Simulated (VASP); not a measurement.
Input of a VASP 6.6.1 run:

INCAR

```
ALGO = Fast
EDIFF = 1E-6
EDIFFG = -0.01
ENCUT = 600
GGA = PS
IBRION = 2
ISIF = 3
ISMEAR = -1
LASPH = T
LCHARG = F
LREAL = F
LWAVE = F
NELM = 80
NSW = 60
PREC = Accurate
PSTRESS = 200.0
SIGMA = 0.05
```

File KPOINTS:

```
k-points
0
Gamma
  12 12 12
```

The input POSCAR:

```
Pd
1.0
   -1.5722810000      1.5722810000      1.5722810000
    1.5722810000     -1.5722810000      1.5722810000
    1.5722810000      1.5722810000     -1.5722810000
Pd
1
Direct
    0.0000000000      0.0000000000      0.0000000000
```

Potentials or basis: VASP PAW PBE potentials, release 64 (Pd).

Run with:

```sh
$ cat potpaw_PBE.64/Pd/POTCAR > POTCAR
$ mpirun -np 1 vasp_std > vasp.out
```

(1) Estimate the space group after relaxing (to 0.05 Å).

(2) What does it give for the band gap on the k mesh?

Answers

(1) Im-3m (No. 229).

(2) zero (band 5 reaches 11.92 eV, above the bottom of band 6 at 9.94 eV).

Caveat: the cell is relaxed towards a set pressure, so the enthalpy falls and the energy may rise.
